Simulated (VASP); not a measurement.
# SiGe2 (I4/mcm) in VASP: a series of runs, part 2 of 2

VASP 6.6.1. Earlier steps stand in the parts before.

## Step 5: Single point, PBE

This run uses another cell than the first one, of 18.19 Å³/atom, 1.241 times its volume.

INCAR reads:

```
SYSTEM = SiGe2
ALGO = Normal
EDIFF = 1E-6
ENCUT = 520
GGA = PE
ISIF = 2
ISMEAR = 0
LASPH = .True.
LCHARG = .False.
LREAL = .False.
LWAVE = .False.
NBANDS = 41
NELM = 80
PREC = Accurate
SIGMA = 0.1
```

KPOINTS reads:

```
k-points
0
Gamma
  10 10 10
  0 0 0
```

POSCAR reads:

```
SiGe2
1.0
   -3.2244661746      3.2244661746      2.6247959965
    3.2244661746     -3.2244661746      2.6247959965
    3.2244661746      3.2244661746     -2.6247959965
Si Ge
2 4
Direct
    0.2500000000      0.2500000000      0.0000000000
    0.7500000000      0.7500000000      0.0000000000
    0.6481423765      0.8518576235      0.5000000000
    0.8518576235      0.3518576235      0.2037152471
    0.3518576235      0.1481423765      0.5000000000
    0.1481423765      0.6481423765      0.7962847529
```

Potentials or basis: VASP PAW PBE potentials, release 64 (Si, Ge_d).

Launch:

```bash
cat potpaw_PBE.64/Si/POTCAR potpaw_PBE.64/Ge_d/POTCAR > POTCAR
mpirun -np 1 vasp_std > vasp.out
```

OUTCAR:

```text
SYSTEM = SiGe2
   EDIFF = 1E-6
   ENCUT = 520
   GGA = PE
   ISIF = 2
   ISMEAR = 0
   LASPH = .True.
   LREAL = .False.
   NELM = 80
   PREC = Accurate

 ion  position               nearest neighbor table
   1  0.250  0.250  0.000-   2 2.62   2 2.62   5 2.79   5 2.79   3 2.79   3 2.79   4 2.79   6 2.79
                             4 2.79   6 2.79
   2  0.750  0.750  0.000-   1 2.62   1 2.62   3 2.79   3 2.79   5 2.79   5 2.79   6 2.79   4 2.79
                             4 2.79   6 2.79
   3  0.648  0.852  0.500-   5 2.70   2 2.79   1 2.79   2 2.79   1 2.79
   4  0.852  0.352  0.204-   6 2.70   2 2.79   1 2.79   1 2.79   2 2.79
   5  0.352  0.148  0.500-   3 2.70   1 2.79   2 2.79   1 2.79   2 2.79
   6  0.148  0.648  0.796-   4 2.70   1 2.79   2 2.79   2 2.79   1 2.79

  LATTYP: Found a body centered tetragonal cell.
 ALAT       =     6.4489323492
 C/A-ratio  =     0.8140249748

  Lattice vectors:

 A1 = (  -3.2244661746,   3.2244661746,   2.6247959965)
 A2 = (   3.2244661746,  -3.2244661746,   2.6247959965)
 A3 = (   3.2244661746,   3.2244661746,  -2.6247959965)

Analysis of symmetry for initial positions (statically):
[... 180 lines left out ...]

  energy without entropy =      -26.47239073  energy(sigma->0) =      -26.47699951

 E-fermi :   7.3033     XC(G=0): -11.0340

 val. band max:        7.3022899795   @ k =  -0.3000  -0.4000   0.1000
 cond. band min:       7.3036566637   @ k =  -0.4000  -0.4000   0.2000
 fundamental gap:      0.0013666842
 Fermi energy:         7.3032642132

 k-point     1 :       0.0000    0.0000    0.0000
  band No.  band energies     occupation
      1     -17.5440      2.00000
      2     -17.5405      2.00000
      3     -17.5339      2.00000
      4     -17.5217      2.00000
      5     -17.5217      2.00000
      6     -17.5209      2.00000
[... 1045 lines left out ...]
     40      11.7294      0.00000
     41      12.0404      0.00000

 [... further k-points ...]
[... 5 lines left out ...]
  --------------------------------------------------------------------------------------
  -------------------------------------------------------------------------------------
  Total        0.0334907      0.0334907     -0.0049811      0.0000000      0.0000000      0.0000000
  in kB        0.4915455      0.4915455     -0.0731073      0.0000000      0.0000000      0.0000000
  external PRESSURE =       0.3033279 kB  Pullay stress =       0.0000000 kB

 VOLUME and BASIS-vectors are now :
 -----------------------------------------------------------------------------
  energy-cutoff  :      520.00
  volume of cell :      109.16
      direct lattice vectors                 reciprocal lattice vectors
    -3.224466175  3.224466175  2.624795997     0.000000000  0.155064427  0.190490995
     3.224466175 -3.224466175  2.624795997     0.155064427  0.000000000  0.190490995
     3.224466175  3.224466175 -2.624795997     0.155064427  0.155064427  0.000000000

 POSITION                                       TOTAL-FORCE (eV/Angst)
 -----------------------------------------------------------------------------------
      0.00000      0.00000      1.31240         0.000000      0.000000     -0.000000
      0.00000      0.00000      3.93719         0.000000     -0.000000     -0.000000
      2.26911      0.95536      2.62480        -0.001012      0.001012     -0.000000
     -0.95536      2.26911      2.62480        -0.001012     -0.001012     -0.000000
      0.95536      2.26911      0.00000         0.001012     -0.001012     -0.000000
      4.17983      0.95536      0.00000         0.001012      0.001012      0.000000
 -----------------------------------------------------------------------------------
    total drift:                                0.000000      0.000000      0.000000

  FREE ENERGIE OF THE ION-ELECTRON SYSTEM (eV)
  ---------------------------------------------------
  free  energy   TOTEN  =       -26.4816082792 eV

  energy  without entropy=      -26.4723907312  energy(sigma->0) =      -26.47699951
```

stdout:

```text
POSCAR found type information on POSCAR SiGe
 POSCAR found :  2 types and       6 ions
 scaLAPACK will be used
 LDA part: xc-table for (Slater+PW92), standard interpolation
 POSCAR, INCAR and KPOINTS ok, starting setup
 FFT: planning ... GRIDC
 FFT: planning ... GRID_SOFT
 FFT: planning ... GRID
 WAVECAR not read
 entering main loop
```

It took 6.4 min on 1 thread of Intel Xeon 6975P-C, shared host; peak memory 0.47 GiB.

What came out:

- Free energy: -26.4816 eV
- Pressure: 0.0 GPa
- Band gap on the k mesh: zero (band 32 reaches 9.34 eV, above the bottom of band 33 at 5.02 eV)

Levels at points of the mesh, in eV from the Fermi level:
```csv
k point,band 28,band 29,band 30,band 31,band 32,band 33,band 34,band 35,band 36,band 37
"(0.00, 0.00, 0.00)",-4.17,-4.17,-3.31,-3.28,-3.28,-2.28,0.44,0.87,2.21,2.21
"(0.50, 0.00, 0.00)",-3.58,-1.13,-1.13,-0.66,-0.66,0.35,0.35,2.46,2.46,3.44
"(0.50, 0.50, 0.00)",-4.48,-3.97,-3.59,0.18,0.53,0.86,1.11,1.24,1.73,2.13
"(0.50, 0.50, 0.50)",-1.03,-1.03,-0.81,-0.25,-0.25,-0.25,0.53,3.18,3.32,3.32
```

## Step 6: Summary

| task | cell | k mesh | cutoff (eV) | gap on the mesh (eV) | pressure (GPa) | largest force (eV/Å) |
| --- | --- | --- | --- | --- | --- | --- |
| single point | a = 4.876 Å, angles 105.6, 105.6, 117.5°, 6 atoms | 4 × 4 × 4 | 520 | none | 24.9 | 0.72 |
| single point | a = 5.261 Å, angles 104.6, 104.6, 119.7°, 6 atoms | 4 × 4 × 4 | 520 | none | 0.2 | 0.01 |
| relaxation of cell and atoms | relaxed from a = 4.876 Å, angles 105.6, 105.6, 117.5°, 6 atoms | 4 × 4 × 4 | 600 | none | 0.0 | 0.02 |
| single point | a = 5.262 Å, angles 104.4, 104.4, 120.2°, 6 atoms | 10 × 10 × 10 | 520 | none | 0.0 | - |

Alike in all rows: level PBE; potentials or basis VASP PAW PBE potentials, release 64 (Si, Ge_d); no spin polarisation; smearing gaussian 0.1 eV.

Caveats: some runs use coarse meshes; the volume moved by over 15 % at a fixed basis, so the end points are rough (some runs).

Total energies depend on the potentials used, so only differences within one code and one set of settings carry meaning.
